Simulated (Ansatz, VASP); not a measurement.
**PbO2 in VASP and in Ansatz**

```xyz
6
Lattice="4.9366 0.0000 0.0000 0.0000 4.9385 0.0000 0.0000 0.0000 3.3897" Properties=species:S:1:pos:R:3 pbc="T T T"
Pb    2.4683    2.4692    1.6948
Pb    0.0000    0.0000    0.0000
O     1.5149    1.5203    0.0000
O     3.9832    0.9489    1.6948
O     0.9534    3.9896    1.6948
O     3.4217    3.4181    0.0000
```

Alike in both runs: functional LDA; k mesh 8 × 8 × 10; occupations gaussian, width 0.1 eV; no spin polarisation.

Ansatz relaxed the structure, and its values are those at the end. VASP's run is a single point on that final structure, the one shown.

|  | VASP | Ansatz |
| --- | --- | --- |
| version | VASP 6.6.1 | Ansatz 0.2.0 |
| potentials or method | VASP PAW LDA potentials, release 64 (Pb_d, O), cutoff 520 eV | scalar-relativistic, plane waves, PAW |
| valence electrons in the cell | 52 | 52 |

|  | VASP | Ansatz | Ansatz less VASP |
| --- | --- | --- | --- |
| gap on the k mesh at the Fermi level (eV) | none | none | - |
| pressure (GPa) | 0.5 | 0.0 | -0.47 |
| rms of the force components (eV/Å) | 0.005 | 0.001 | -0.0037 |

LDA's correlation is that of Perdew and Zunger in VASP and of Perdew and Wang (1992) in Ansatz. A gap of «none» marks a metal or a gap that the smearing closes.

Spin-orbit coupling is off throughout.
